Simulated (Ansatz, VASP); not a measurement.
# Two plane-wave programs on Na

Contents of INCAR:

```
  ALGO = Normal
  EDIFF = 1E-6
  ENCUT = 520
  GGA = PS
  ISIF = 2
  ISMEAR = 0
  LASPH = True
  LCHARG = True
  LELF = True
  LREAL = False
  LVHAR = True
  LWAVE = False
  NBANDS = 10
  NELM = 60
  PREC = Accurate
  SIGMA = 0.15
```

File KPOINTS:

```
k-points
0
Gamma
  16 16 16
```

Contents of POSCAR:

```
Na
1.0
   -2.0539750000      2.0539750000      2.1492625000
    2.0539750000     -2.0539750000      2.1492625000
    2.0539750000      2.0539750000     -2.1492625000
Na
1
Direct
    0.0000000000      0.0000000000      0.0000000000
```

Input for Ansatz:

```yaml
crystal:
  lattice:
    - [-2.053975, 2.053975, 2.1492625]
    - [2.053975, -2.053975, 2.1492625]
    - [2.053975, 2.053975, -2.1492625]
  atoms:
    - { symbol: Na, position: [0.0, 0.0, 0.0] }
basis:
  ecutwfc: 420
kpoints:
  mp_grid: { grid: [16, 16, 16] }
hamiltonian:
  xc: pbesol
scf:
  occupations: { method: gaussian, width: 0.15 }
output:
  forces: true
  stress: true
  eigenvalues: true
  write_density: true
  write_potential: true
  elf: true
  volumetric_format: npy
```

Change from the starting cell: strain -0.030 along x and y, +0.015 along z, atoms carried along.

Alike in both runs: task single point; functional PBEsol; k mesh 16 × 16 × 16; occupations gaussian, width 0.15 eV; no spin polarisation.

|  | VASP | Ansatz |
| --- | --- | --- |
| version | VASP 6.6.1 | Ansatz 0.2.0 |
| potentials or method | VASP PAW PBE potentials, release 64 (Na_pv), cutoff 520 eV | scalar-relativistic, plane waves, PAW |
| valence electrons in the cell | 7 | 9 |

```csv
,VASP,Ansatz,Ansatz less VASP
gap on the k mesh at the Fermi level (eV),none,none,-
pressure (GPa),0.0,0.0,+0.02
```

VASP's potentials were made for PBE, not for PBEsol. A gap of «none» marks a metal or a gap that the smearing closes. With one functional, cell and mesh, what is left measures potentials, basis and numerics. VASP's potentials hold 7 valence electrons a cell and Ansatz's 9, so a difference there can come from the potentials and not from the codes.
